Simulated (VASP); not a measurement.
# Al in VASP: a series of runs

Al is run at these levels: PBE; tasks: single point.

All numbers are computed with VASP 6.6.1; they aren't measurements. Logs are shortened: lines on timing, memory, paths and dates and some standing lists are left out, and cuts for length are marked.

## (1) The cell of the first run

The typed cell holds 4 atoms: a = 3.410 Å, b = 3.410 Å, c = 7.663 Å, α = 117.31°, β = 117.31°, γ = 90.58°.

The cell was generated, and may not be a known phase.

## (2) Single point, PBE

File INCAR:

```
PREC = Accurate
ENCUT = 520
EDIFF = 1E-6
ISMEAR = 0
SIGMA = 0.1
LREAL = F
LASPH = T
NELM = 80
ALGO = Normal
ISIF = 2
LWAVE = F
LCHARG = F
GGA = PE
NBANDS = 14
```

File KPOINTS:

```
regular mesh
0
Gamma
  6 6 4
```

File POSCAR:

```
Al
1.0
    2.3019645733     -2.4236521396     -0.6757249532
    2.3019645733      2.4236521396     -0.6757249532
   -3.1596147664      0.0000000000      6.9815841627
Al
4
Direct
    0.1248680831      0.6247973735      0.8748952781
    0.3752026265      0.8751319169      0.6251047219
    0.8751319169      0.3752026265      0.1251047219
    0.6247973735      0.1248680831      0.3748952781
```

Potentials or basis: VASP PAW PBE potentials, release 64 (Al).

Run with:

```
> cat potpaw_PBE.64/Al/POTCAR > POTCAR
> mpirun -np 1 vasp_std > vasp.out
```

OUTCAR:

```text
PREC = Accurate
   ENCUT = 520
   EDIFF = 1E-6
   ISMEAR = 0
   LREAL = F
   LASPH = T
   NELM = 80
   ISIF = 2
   GGA = PE

 ion  position               nearest neighbor table
   1  0.125  0.625  0.875-   2 2.76   3 2.76   2 2.83   2 2.83   3 2.83   3 2.83   2 2.85   3 2.85
                             4 2.91   4 2.91
   2  0.375  0.875  0.625-   1 2.76   4 2.76   1 2.83   1 2.83   4 2.83   4 2.83   1 2.85   4 2.85
                             3 2.91   3 2.91
   3  0.875  0.375  0.125-   4 2.76   1 2.76   4 2.83   4 2.83   1 2.83   1 2.83   4 2.85   1 2.85
                             2 2.91   2 2.91
   4  0.625  0.125  0.375-   3 2.76   2 2.76   3 2.83   3 2.83   2 2.83   2 2.83   3 2.85   2 2.85
                             1 2.91   1 2.91

  Warning from LATTYP: Got some problem with cell dimensions!
  Tried to take original basis but could not verify dimensions!
  LATTYP: Found a base centered monoclinic cell.
 ALAT       =     4.7981851190
 B/A-ratio  =     1.0102370290
 C/A-ratio  =     1.2113829707
 COS(beta)  =    -0.0343977114

  Lattice vectors:

 A1 = (   2.3019645733,  -2.4236521396,  -0.6757249532)
 A2 = (   2.3019645733,   2.4236521396,  -0.6757249532)
 A3 = (   1.4443143802,   0.0000000000,   5.6301342563)

Analysis of symmetry for initial positions (statically):
=====================================================================
 Subroutine PRICEL returns:
 Original cell was already a primitive cell.

 Routine SETGRP: Setting up the symmetry group for a
 base centered monoclinic supercell.

 Subroutine GETGRP returns: Found  4 space group operations
 (whereof  2 operations were pure point group operations)
 out of a pool of  4 trial point group operations.

The static configuration has the point symmetry S_2 .
 The point group associated with its full space group is C_2h.

Analysis of symmetry for dynamics (positions and initial velocities):
=====================================================================
 Subroutine PRICEL returns:
 Original cell was already a primitive cell.

 Routine SETGRP: Setting up the symmetry group for a
 base centered monoclinic supercell.

 Subroutine GETGRP returns: Found  4 space group operations
 (whereof  2 operations were pure point group operations)
 out of a pool of  4 trial point group operations.

The dynamic configuration has the point symmetry S_2 .
 The point group associated with its full space group is C_2h.

 Subroutine INISYM returns: Found  4 space group operations
 (whereof  2 operations are pure point group operations),
 and found     1 'primitive' translations
[... 107 lines left out ...]
   POTIM  = 0.5000    time-step for ionic-motion
   TEBEG  =    0.0;   TEEND  =   0.0 temperature during run
   PSTRESS=    0.0 pullay stress
   NELECT =      12.0000    total number of electrons
   NUPDOWN=      -1.0000    fix difference up-down
   EMIN   =  10.00;   EMAX   =-10.00  energy-range for DOS
   EFERMI =   0.00;   METHOD = LEGACY
   ISMEAR =     0;   SIGMA  =   0.10  broadening in eV -4-tet -1-fermi 0-gaus
   EFERMI_NEDOS =   21; number of points for ismear=-14 and -15
   IALGO  =     38    algorithm
   IMIX   =      4    mixing-type and parameters
     AMIX     =   0.40;   BMIX     =  1.00
     AMIX_MAG =   1.60;   BMIX_MAG =  1.00
  volume/ion in A,a.u.               =      16.89       113.97
  Fermi-wavevector in a.u.,A,eV,Ry     =   0.920278  1.739073 11.522931  0.846912
  Thomas-Fermi vector in A             =   2.045566
   LORBIT       =      0    0 simple, 1 ext, 2 COOP (PROOUT), +10 PAW based schemes
   GGA     = PE    functional components
   LHFCALC =     F    Hartree Fock is set to
   AEXX    =    0.0000 exact exchange contribution
   IVDW    =     0    specifies the selected vdW correction
   LEPSILON=     F    determine dielectric tensor
   LRPA    =     F    only Hartree local field effects (RPA)
 non-spin polarized calculation
 Gauss-broadening in eV      SIGMA  =   0.10
  energy-cutoff  :      520.00
  volume of cell :       67.55
 maximum number of plane-waves:      1835
 NGX is ok and might be reduce to    28

 number of electron      12.0000000 magnetization

 Free energy of the ion-electron system (eV)
  ---------------------------------------------------
  ext. energy  EPLUGINS =         0.00000000
  ---------------------------------------------------
  free energy    TOTEN  =       -14.78128797 eV

  energy without entropy =      -14.77637284  energy(sigma->0) =      -14.77883041

 E-fermi :   7.7733     XC(G=0): -10.1123

 val. band max:        7.6488582154   @ k =   0.1667   0.1667  -0.0000
 cond. band min:       7.8108921504   @ k =  -0.1667   0.1667   0.2500
 fundamental gap:      0.1620339350
 Fermi energy:         7.7732831076

 k-point     1 :       0.0000    0.0000    0.0000
  band No.  band energies     occupation
      1      -3.2200      2.00000
      2       1.1001      2.00000
      3       1.1031      2.00000
      4       8.1723      0.00000
      5       8.2930      0.00000
      6       9.8437      0.00000
      7      10.0154      0.00000
      8      12.0362      0.00000
      9      12.0408      0.00000
     10      12.1582      0.00000
     11      12.1630      0.00000
     12      12.9017      0.00000
     13      14.4600      0.00000
     14      14.4671      0.00000
[... 377 lines left out ...]
      1      -2.2492      2.00000
      2      -0.0860      2.00000
      3       4.1156      2.00000
      4       5.8779      2.00000
      5       6.0385      2.00000
      6       7.8109      0.59481
      7       8.3820      0.00000
      8      10.3692      0.00000
      9      11.7016      0.00000
     10      12.5117      0.00000
     11      13.5359      0.00000
     12      14.0235      0.00000
     13      14.2547      0.00000
     14      15.5781      0.00000

 [... further k-points ...]
[... 5 lines left out ...]
  --------------------------------------------------------------------------------------
  -------------------------------------------------------------------------------------
  Total        0.1076960     -0.1194050     -0.1496085      0.0000000      0.0000000      0.0424911
  in kB        2.5542398     -2.8319421     -3.5482828      0.0000000      0.0000000      1.0077655
  external PRESSURE =      -1.2753284 kB  Pullay stress =       0.0000000 kB

 VOLUME and BASIS-vectors are now :
 -----------------------------------------------------------------------------
  energy-cutoff  :      520.00
  volume of cell :       67.55
      direct lattice vectors                 reciprocal lattice vectors
     2.301964573 -2.423652140 -0.675724953     0.250481466 -0.206300233  0.113358934
     2.301964573  2.423652140 -0.675724953     0.250481466  0.206300233  0.113358934
    -3.159614766  0.000000000  6.981584163     0.048486582  0.000000000  0.165177257

 POSITION                                       TOTAL-FORCE (eV/Angst)
 -----------------------------------------------------------------------------------
     -1.03863      1.21165      5.60159         0.004058      0.000690      0.002662
      0.90314      1.21165      3.51934        -0.004058      0.000690     -0.002662
      2.48294     -1.21165      0.02855        -0.004058     -0.000690     -0.002662
      0.54118     -1.21165      2.11080         0.004058     -0.000690      0.002662
 -----------------------------------------------------------------------------------
    total drift:                               -0.000000      0.000000      0.000000

  FREE ENERGIE OF THE ION-ELECTRON SYSTEM (eV)
  ---------------------------------------------------
  free  energy   TOTEN  =       -14.7812879719 eV

  energy  without entropy=      -14.7763728393  energy(sigma->0) =      -14.77883041
```

stdout:

```text
POSCAR found type information on POSCAR Al
 POSCAR found :  1 types and       4 ions
 scaLAPACK will be used
 LDA part: xc-table for (Slater+PW92), standard interpolation
 POSCAR, INCAR and KPOINTS ok, starting setup
 FFT: planning ... GRIDC
 FFT: planning ... GRID_SOFT
 FFT: planning ... GRID
 WAVECAR not read
 entering main loop
```

Wall time 41 s (1 thread of Intel Xeon 6975P-C (Granite Rapids), shared host); peak memory 0.2 GiB.

Results:

| Property | Result |
| --- | --- |
| Free energy | -14.7813 eV |
| Pressure | -0.1 GPa |
| Largest force | 0.005 eV/Å |
| Band gap on the k mesh | zero (bands 6 and 7 overlap by 5.55 eV) |

Forces in eV/Å, atoms in the order of the input:
```
Al   0.004  0.001  0.003
Al  -0.004  0.001 -0.003
Al  -0.004 -0.001 -0.003
Al   0.004 -0.001  0.003
```

Stress tensor (GPa, compression positive):
```
 0.26  0.00  0.10
 0.00 -0.28  0.00
 0.10  0.00 -0.35
```

## (3) Single point, PBE

This run uses another cell than the first one: it holds 8 atoms, not 4.

File INCAR:

```
SYSTEM = Al
ALGO     = Fast           ! electronic algorithm
EDIFF    = 1E-6           ! SCF threshold, eV
ENCUT    = 520            ! plane-wave cutoff, eV
GGA      = PE             ! functional
ISIF     = 2              ! what is computed and relaxed
ISMEAR   = 0              ! smearing method
LASPH    = .TRUE.         ! aspherical terms in the spheres
LCHARG   = .FALSE.        ! write CHGCAR
LREAL    = .FALSE.        ! projectors in reciprocal space
LWAVE    = .FALSE.        ! write WAVECAR
NBANDS   = 22             ! bands
NELM     = 80             ! most SCF steps
PREC     = Accurate       ! precision mode
SIGMA    = 0.2            ! smearing width, eV
```

File KPOINTS:

```
k-points
0
G
  6 4 6
  0 0 0
```

File POSCAR:

```
Al
1.0
    5.6275981290      0.0000000000     -0.0990571234
    2.8918734594      0.0000000000      4.8639593720
    2.8137990645     -4.9214192647     -0.0495285617
Al
8
Direct
    0.2500000000      0.0000000000      0.0000000000
    0.7500000000      0.5000000000      0.0000000000
    0.7500000000      0.0000000000      0.5000000000
    0.2500000000      0.5000000000      0.5000000000
    0.2500000000      0.0000000000      0.5000000000
    0.7500000000      0.5000000000      0.5000000000
    0.7500000000      1.0000000000      0.0000000000
    0.2500000000      0.5000000000      0.0000000000
```

Potentials or basis: VASP PAW PBE potentials, release 64 (Al).

Run with:

```
> cat potpaw_PBE.64/Al/POTCAR > POTCAR
> mpirun -np 1 vasp_std > vasp.out
```

It took 2.4 min on 1 thread of Intel Xeon 6975P-C (Granite Rapids), shared host; peak memory 0.29 GiB.

It converged, with:

| Item | Value |
| --- | --- |
| Free energy | -29.3438 eV |
| Pressure | -0.1 GPa |
| Band gap on the k mesh | zero (bands 12 and 13 overlap by 4.57 eV) |

Stress tensor (GPa, compression positive):
```
 0.18  0.00  0.16
 0.00 -0.34  0.00
 0.16  0.00 -0.26
```

Levels at points of the mesh, in eV from the Fermi level:
| k point | band 10 | band 11 | band 12 | band 13 | band 14 | band 15 |
| --- | --- | --- | --- | --- | --- | --- |
| (0.00, 0.00, 0.00) | -2.91 | -2.91 | -2.89 | -2.89 | 0.12 | 0.14 |
| (0.50, 0.00, 0.00) | -0.22 | -0.20 | -0.20 | 0.02 | 0.02 | 1.86 |
| (0.00, 0.50, 0.00) | -3.32 | 1.00 | 1.00 | 1.00 | 1.00 | 1.07 |
| (0.50, 0.50, 0.00) | -0.22 | -0.19 | -0.19 | 0.01 | 0.01 | 1.86 |
| (0.00, 0.00, 0.50) | -3.31 | 0.98 | 0.98 | 1.00 | 1.00 | 1.06 |
| (0.00, 0.50, 0.50) | -0.35 | -0.34 | -0.34 | 0.56 | 0.56 | 2.87 |

## (4) Single point, PBE

This run uses another cell than the first one: it holds 1 atom, not 4.

File INCAR:

```
ALGO = Fast
EDIFF = 1E-7
ENCUT = 520
GGA = PE
ISIF = 2
ISMEAR = 0
LASPH = True
LCHARG = False
LREAL = False
LWAVE = False
NBANDS = 8
NELM = 60
PREC = Accurate
SIGMA = 0.1
```

File KPOINTS:

```
k-points
0
Gamma
  24 24 22
```

File POSCAR:

```
Al
1.0
    1.4068995323     -2.4607096324     -0.0247642808
    1.4068995323      2.4607096324     -0.0247642808
   -1.3678623348      0.0000000000      2.4815082477
Al
1
Direct
    0.5000000000      0.5000000000      0.0000000000
```

Run with:

```
> cat potpaw_PBE.64/Al/POTCAR > POTCAR
> mpirun -np 1 vasp_std > vasp.out
```

Run time: 4.9 min. Hardware: 1 thread of Intel Xeon 6975P-C (Granite Rapids), shared host; peak memory 0.48 GiB.

Results (log left out):

- Free energy: -3.6737 eV
- Pressure: 0.0 GPa
- Band gap on the k mesh: zero (an odd number of electrons rules out a gap without spin polarisation)

Levels at points of the mesh, in eV from the Fermi level:
```tsv
k point	band 1	band 2	band 3	band 4	band 5
(0.00, 0.00, 0.00)	-10.88	10.19	12.05	12.12	13.19
(0.50, 0.00, 0.00)	-3.72	-2.90	7.07	7.08	8.32
(0.50, 0.50, 0.00)	-5.06	-4.74	11.35	11.87	12.52
(0.00, 0.00, 0.50)	-5.03	-4.73	11.33	11.87	12.49
(0.50, 0.00, 0.50)	-3.73	-2.92	7.09	7.09	8.34
(0.50, 0.50, 0.50)	0.12	0.13	1.51	2.10	6.38
```

## (5) The runs side by side

| cell | k mesh | smearing | gap on the mesh (eV) | pressure (GPa) |
| --- | --- | --- | --- | --- |
| a = 3.410, b = 3.410, c = 7.663 Å, angles 117.3, 117.3, 90.6°, 4 atoms, atomic positions A | 6 × 6 × 4 | gaussian 0.1 eV | none | -0.1 |
| a = 5.628, b = 5.659, c = 5.669 Å, angles 75.8, 60.2, 60.3°, 8 atoms, atomic positions B | 6 × 4 × 6 | gaussian 0.2 eV | none | -0.1 |
| a = 2.835, b = 2.835, c = 2.834 Å, angles 104.3, 104.3, 120.5°, 1 atom, atomic positions C | 24 × 24 × 22 | gaussian 0.1 eV | none | 0.0 |

Alike in all rows: task single point; level PBE; potentials or basis VASP PAW PBE potentials, release 64 (Al); no spin polarisation; cutoff (eV) 520.

Absolute energies hang on the potentials; compare differences alone.

The gap in the log of VASP goes by the Fermi energy; the results here count the filled bands.